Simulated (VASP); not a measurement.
# C (P-1) in VASP: single point with PBE+D3(BJ)

Aim: the single point of C with PBE+D3(BJ).

Program: VASP 6.6.1. These are calculated values, not measurements. Logs are shortened: lines on timing, memory, paths and dates and some standing lists are left out, and cuts for length are marked.

### Step 1. The cell of the first run

The typed cell holds 10 atoms: a = 3.650 Å, b = 2.465 Å, c = 10.688 Å, α = 107.91°, β = 70.58°, γ = 90.00°.

### Step 2. Single point, PBE+D3(BJ) (the part above a cut slid along it)

Input file INCAR:

```
  ALGO = Normal
  EDIFF = 1E-7
  ENCUT = 520
  GGA = PE
  ISIF = 2
  ISMEAR = 0
  IVDW = 12
  LASPH = T
  LCHARG = T
  LELF = T
  LREAL = F
  LVHAR = T
  LWAVE = F
  NBANDS = 31
  NELM = 80
  PREC = Accurate
  SIGMA = 0.05
```

Input file KPOINTS:

```
k-points
0
Gamma
  7 11 3
```

Input file POSCAR:

```
C
1.0
    0.0000000000      1.4231666446     -3.3613878322
   -2.4649969361      0.0000000000      0.0000000000
    3.2866625815     10.1602959301      0.4432667438
C
10
Direct
   -0.1819050892      0.7918963142      0.8939222356
    0.7092774950      0.6916482362      0.0687361772
    0.7364818490      0.4667102557      0.2750326918
   -0.2363137971      1.2417722752      0.4813292064
   -0.2091094432      1.0168342947      0.6876257210
    0.7179268589      0.2834137833      0.1375603374
   -0.2548687872      1.0584758027      0.3438568521
   -0.2276644332      0.8335378222      0.5501533667
   -0.2004600793      1.6085998417      0.7564498813
   -0.1732557254      1.3836618612      0.9627463959
```

Potentials or basis: VASP PAW PBE potentials, release 64 (C).

The run is started by

```sh
$ cat potpaw_PBE.64/C/POTCAR > POTCAR
$ mpirun -np 1 vasp_std > vasp.out
```

OUTCAR:

```text
EDIFF = 1E-7
   ENCUT = 520
   GGA = PE
   ISIF = 2
   ISMEAR = 0
   IVDW = 12
   LASPH = T
   LREAL = F
   NELM = 80
   PREC = Accurate
 IVDW          = 12

 ion  position               nearest neighbor table
   1  0.818  0.792  0.894-  10 1.42  10 1.42   9 1.42   2 1.87
   2  0.709  0.692  0.069-  10 1.09   6 1.42   6 1.42   1 1.87
   3  0.736  0.467  0.275-   7 1.42   7 1.42   6 1.42
   4  0.764  0.242  0.481-   8 1.42   8 1.42   7 1.42
   5  0.791  0.017  0.688-   9 1.42   9 1.42   8 1.42
   6  0.718  0.283  0.138-   2 1.42   2 1.42   3 1.42  10 1.87
   7  0.745  0.058  0.344-   3 1.42   3 1.42   4 1.42
   8  0.772  0.834  0.550-   4 1.42   4 1.42   5 1.42
   9  0.800  0.609  0.756-   5 1.42   5 1.42   1 1.42
  10  0.827  0.384  0.963-   2 1.09   1 1.42   1 1.42   6 1.87

  LATTYP: Found a triclinic cell.
 ALAT       =     4.4046045625
 B/A-ratio  =     0.8287352075
 C/A-ratio  =     2.1715760602
 COS(alpha) =     0.0101542214
 COS(beta)  =     0.0564905290
 COS(gamma) =     0.8287352075

  Lattice vectors:

 A1 = (  -2.4649969361,   1.4231666446,  -3.3613878322)
 A2 = (   0.0000000000,   1.4231666446,  -3.3613878322)
 A3 = (  -0.8216656454,  -8.7371292855,  -3.8046545760)

Analysis of symmetry for initial positions (statically):
=====================================================================
 Subroutine PRICEL returns:
 Original cell was already a primitive cell.

 Routine SETGRP: Setting up the symmetry group for a
 triclinic supercell.

 Subroutine GETGRP returns: Found  2 space group operations
 (whereof  1 operations were pure point group operations)
 out of a pool of  2 trial point group operations.

The static configuration has the point symmetry C_1 .
 The point group associated with its full space group is S_2 .

Analysis of symmetry for dynamics (positions and initial velocities):
=====================================================================
 Subroutine PRICEL returns:
 Original cell was already a primitive cell.

 Routine SETGRP: Setting up the symmetry group for a
 triclinic supercell.

 Subroutine GETGRP returns: Found  2 space group operations
 (whereof  1 operations were pure point group operations)
 out of a pool of  2 trial point group operations.

The dynamic configuration has the point symmetry C_1 .
 The point group associated with its full space group is S_2 .

 Subroutine INISYM returns: Found  2 space group operations
 (whereof  1 operations are pure point group operations),
 and found     1 'primitive' translations

----------------------------------------------------------------------------------------

                                     Primitive cell

  volume of cell :      85.7413

  direct lattice vectors                    reciprocal lattice vectors
     0.000000000  1.423166645 -3.361387832     0.000000000  0.012743579 -0.292100708
    -2.464996936  0.000000000  0.000000000    -0.405680017  0.128849759  0.054553265
     3.286662581 10.160295930  0.443266744     0.000000000  0.096637320  0.040914948

  length of vectors
     3.650250876  2.464996936 10.687855244     0.292378560  0.429132375  0.104941910

  position of ions in fractional coordinates (direct lattice)
     0.818094911  0.791896314  0.893922236
     0.709277495  0.691648236  0.068736177
     0.736481849  0.466710256  0.275032692
     0.763686203  0.241772275  0.481329206
     0.790890557  0.016834295  0.687625721
     0.717926859  0.283413783  0.137560337
     0.745131213  0.058475803  0.343856852
     0.772335567  0.833537822  0.550153367
     0.799539921  0.608599842  0.756449881
     0.826744275  0.383661861  0.962746396

  ion indices of the primitive-cell ions
   primitive index   ion index
                 1           1
                 2           2
                 3           3
                 4           4
                 5           5
                 6           6
                 7           7
                 8           8
                 9           9
                10          10

----------------------------------------------------------------------------------------

 KPOINTS: k-points

Automatic generation of k-mesh.
 Grid dimensions read from file:
 generate k-points for:    7   11    3

 Generating k-lattice:

  Cartesian coordinates                     Fractional coordinates (reciprocal lattice)
     0.000000000  0.001820511 -0.041728673     0.142857143  0.000000000  0.000000000
    -0.036880002  0.011713614  0.004959388     0.000000000  0.090909091  0.000000000
     0.000000000  0.032212440  0.013638316     0.000000000  0.000000000  0.333333333

  Length of vectors
     0.041768366  0.039012034  0.034980637

  Shift w.r.t. Gamma in fractional coordinates (k-lattice)
     0.000000000  0.000000000  0.000000000

 Subroutine IBZKPT returns following result:
 ===========================================

 Found    116 irreducible k-points:

 Following reciprocal coordinates:
            Coordinates               Weight
  0.000000  0.000000  0.000000      1.000000
  0.142857  0.000000  0.000000      2.000000
  0.285714  0.000000  0.000000      2.000000
  0.428571  0.000000  0.000000      2.000000
 -0.000000  0.090909 -0.000000      2.000000
  0.142857  0.090909 -0.000000      2.000000
[... 16 lines left out ...]
 -0.428571  0.272727 -0.000000      2.000000
 -0.285714  0.272727 -0.000000      2.000000
 [... further k-points ...]
   k-points           NKPTS =    116   k-points in BZ     NKDIM =    116   number of bands    NBANDS=     31
   number of dos      NEDOS =    301   number of ions     NIONS =     10
   total plane-waves  NPLWV =  40320
   dimension x,y,z NGX =    28 NGY =   18 NGZ =   80
   dimension x,y,z NGXF=    56 NGYF=   36 NGZF=  160
   ions per type =              10
   NGX,Y,Z   is equivalent  to a cutoff of  12.75, 12.14, 12.44 a.u.
   NGXF,Y,Z  is equivalent  to a cutoff of  25.50, 24.28, 24.89 a.u.
 SYSTEM =  unknown system
   PREC   = accura    normal or accurate (medium, high low for compatibility)
   ISTART =      0    job   : 0-new  1-cont  2-samecut
   ICHARG =      2    charge: 1-file 2-atom 10-const
   ISPIN  =      1    spin polarized calculation?
   LNONCOLLINEAR =      F non collinear calculations
   LSORBIT =      F    spin-orbit coupling
   LASPH  =      T    aspherical Exc in radial PAW
   ENCUT  =  520.0 eV  38.22 Ry    6.18 a.u.   6.79  4.58 19.87*2*pi/ulx,y,z
   NELM   =     80;   NELMIN=  2; NELMDL= -5     # of ELM steps
   EDIFF  = 0.1E-06   stopping-criterion for ELM
   LREAL  =      F    real-space projection
   EDIFFG = 0.1E-05   stopping-criterion for IOM
   NSW    =      0    number of steps for IOM
   IBRION =     -1    ionic relax: 0-MD 1-quasi-New 2-CG
   NFREE  =      0    steps in history (QN), initial steepest desc. (CG)
   ISIF   =      2    stress and relaxation
   ISYM   =      2    0-nonsym 1-usesym 2-fastsym
   POTIM  = 0.5000    time-step for ionic-motion
   TEBEG  =    0.0;   TEEND  =   0.0 temperature during run
   PSTRESS=    0.0 pullay stress
   NELECT =      40.0000    total number of electrons
   NUPDOWN=      -1.0000    fix difference up-down
   EMIN   =  10.00;   EMAX   =-10.00  energy-range for DOS
   EFERMI =   0.00;   METHOD = LEGACY
   ISMEAR =     0;   SIGMA  =   0.05  broadening in eV -4-tet -1-fermi 0-gaus
   EFERMI_NEDOS =   21; number of points for ismear=-14 and -15
   IALGO  =     38    algorithm
   IMIX   =      4    mixing-type and parameters
     AMIX     =   0.40;   BMIX     =  1.00
     AMIX_MAG =   1.60;   BMIX_MAG =  1.00
  volume/ion in A,a.u.               =       8.57        57.86
  Fermi-wavevector in a.u.,A,eV,Ry     =   1.269691  2.399369 21.934167  1.612116
  Thomas-Fermi vector in A             =   2.402719
   LORBIT       =      0    0 simple, 1 ext, 2 COOP (PROOUT), +10 PAW based schemes
   GGA     = PE    functional components
   LHFCALC =     F    Hartree Fock is set to
   AEXX    =    0.0000 exact exchange contribution
   IVDW    =    12    specifies the selected vdW correction
   LEPSILON=     F    determine dielectric tensor
   LRPA    =     F    only Hartree local field effects (RPA)
 non-spin polarized calculation
 Gauss-broadening in eV      SIGMA  =   0.05
  energy-cutoff  :      520.00
  volume of cell :       85.74
 maximum number of plane-waves:      2332
   NGX = 13   NGY =  9   NGZ = 39

 number of electron      39.9999994 magnetization

 Free energy of the ion-electron system (eV)
  ---------------------------------------------------
  ext. energy  EPLUGINS =         0.00000000
  ---------------------------------------------------
  free energy    TOTEN  =       -84.82211219 eV

  energy without entropy =      -84.82211210  energy(sigma->0) =      -84.82211214

 E-fermi :   5.0955     XC(G=0): -10.3540

 val. band max:        4.9496180922   @ k =   0.2857   0.2727   0.0000
 cond. band min:       5.2413622261   @ k =   0.2857   0.2727   0.0000
 fundamental gap:      0.2917441339
 Fermi energy:         5.0954905409

 k-point     1 :       0.0000    0.0000    0.0000
  band No.  band energies     occupation
      1     -16.5763      2.00000
      2     -14.1893      2.00000
      3     -13.5968      2.00000
      4     -11.2326      2.00000
      5     -10.5842      2.00000
      6      -6.6572      2.00000
[... 23 lines left out ...]
     30      13.2377      0.00000
     31      13.3764      0.00000

 k-point     2 :       0.1429    0.0000    0.0000
  band No.  band energies     occupation
      1     -16.5512      2.00000
      2     -14.1501      2.00000
      3     -13.5557      2.00000
      4     -11.2360      2.00000
      5     -10.5725      2.00000
      6      -6.6760      2.00000
[... 740 lines left out ...]
 k-point    24 :      -0.2857    0.2727   -0.0000
  band No.  band energies     occupation
      1     -15.2719      2.00000
      2     -12.9014      2.00000
      3     -11.7673      2.00000
      4     -10.8648      2.00000
      5      -8.7704      2.00000
      6      -7.3766      2.00000
[... 23 lines left out ...]
     30      14.3891      0.00000
     31      15.3621      0.00000

 [... further k-points ...]

------------------------ aborting loop because EDIFF is reached ----------------------------------------

 Edisp (eV)   -1.44255

 E8    (eV) :    -0.4082

  FORCE on cell =-STRESS in cart. coord.  units (eV):
  Direction    XX          YY          ZZ          XY          YZ          ZX
  --------------------------------------------------------------------------------------
  -------------------------------------------------------------------------------------
  Total       6.92473    39.84909     5.46880     0.73615    15.88759    -1.45537
  in kB     129.39665   744.62710   102.19104    13.75580   296.87839   -27.19531
  external pressure =      325.40 kB  Pullay stress =        0.00 kB

 VOLUME and BASIS-vectors are now :
 -----------------------------------------------------------------------------
  energy-cutoff  :      520.00
  volume of cell :       85.74
      direct lattice vectors                 reciprocal lattice vectors
     0.000000000  1.423166645 -3.361387832     0.000000000  0.012743579 -0.292100708
    -2.464996936  0.000000000  0.000000000    -0.405680017  0.128849759  0.054553265
     3.286662581 10.160295930  0.443266744     0.000000000  0.096637320  0.040914948

 POSITION                                       TOTAL-FORCE (eV/Angst)
 -----------------------------------------------------------------------------------
      0.98600     10.24680     -2.35369        -0.360670     -5.493432     -2.389401
     -1.47900      1.70780     -2.35369        -4.446721     30.758611      9.846419
     -0.24650      3.84255     -2.35369         0.708779     -0.509230      0.432323
      0.98600      5.97730     -2.35369         0.071115     -0.319790     -0.042914
      2.21850      8.11205     -2.35369         0.046957     -0.453089      0.094107
     -0.24650      2.41938     -2.35225         0.360670      5.493432      2.389401
      0.98600      4.55413     -2.35225        -0.046957      0.453089     -0.094107
     -0.24650      6.68888     -2.35225        -0.071115      0.319790      0.042914
      0.98600      8.82363     -2.35225        -0.708779      0.509230     -0.432323
      2.21850     10.95838     -2.35225         4.446721    -30.758611     -9.846419
 -----------------------------------------------------------------------------------
    total drift:                                0.000006     -0.000003     -0.000000

  FREE ENERGIE OF THE ION-ELECTRON SYSTEM (eV)
  ---------------------------------------------------
  free  energy   TOTEN  =       -86.2646639140 eV

  energy  without entropy=      -86.2646638157  energy(sigma->0) =      -86.26466386
```

Run time: 7.7 min. Hardware: 1 thread of Intel Xeon 8259CL, shared host; peak memory 0.33 GiB.

What came out:

```yaml
Free_energy: -86.2647 eV
Pressure: 32.5 GPa
Largest_force: 32.601 eV/Å
Dispersion_energy_per_atom: -0.144 eV
```

Forces on the atoms (eV/Å):
```
C    -0.361  -5.493  -2.389
C    -4.447  30.759   9.846
C     0.709  -0.509   0.432
C     0.071  -0.320  -0.043
C     0.047  -0.453   0.094
C     0.361   5.493   2.389
C    -0.047   0.453  -0.094
C    -0.071   0.320   0.043
C    -0.709   0.509  -0.432
C     4.447 -30.759  -9.846
```

Stress tensor (GPa, compression positive):
```
12.94  1.38 -2.72
 1.38 74.46 29.69
-2.72 29.69 10.22
```

Caveat: the cell differs from its parent crystal (the part above a cut slid along it); the stress differs along the axes, from 10 to 74 GPa; forces of over 1 eV/Å act on the atoms, so gaps and moduli don't describe the material at rest.
